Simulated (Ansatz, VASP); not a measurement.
**One calculation of Sb, two programs**

```xyz
2
Lattice="2.1506 1.2416 3.6691 -2.1506 1.2416 3.6691 0.0000 -2.4833 3.6691" Properties=species:S:1:pos:R:3 pbc="T T T"
Sb    0.0000    0.0000    2.5718
Sb    0.0000    0.0000    8.4356
```

Change from the starting cell: zz strain of -2 %, PAW files.

Alike in both runs: task electric field gradients; functional PBE; k mesh 9 × 9 × 9; occupations fermi-dirac, width 0.05 eV; no spin polarisation.

|  | VASP | Ansatz |
| --- | --- | --- |
| version | VASP 6.6.1 | Ansatz 0.2.0 |
| potentials or method | VASP PAW PBE potentials, release 64 (Sb) | PAW with Ansatz's default frozen-core files, scalar-relativistic |
| plane-wave cutoff (eV) | 400 | 420 |
| valence electrons in the cell | 10 | 30 |

```csv
,VASP,Ansatz,Ansatz less VASP
pressure (GPa),4.4,4.3,-0.09
"traceless stress, the component that is largest in VASP (GPa)",0.01,0.06,+0.047
rms of the force components (eV/Å),0.216,0.188,-0.0273
size of Vzz on the site where it differs most (V/Å²),52.2,56.5,+4.32
```

Atom by atom the forces differ by 0.027 eV/Å (rms over components). VASP's potentials hold 10 valence electrons a cell and Ansatz's 30, so a difference there can come from the potentials and not from the codes.

Neither program's run includes spin-orbit coupling.
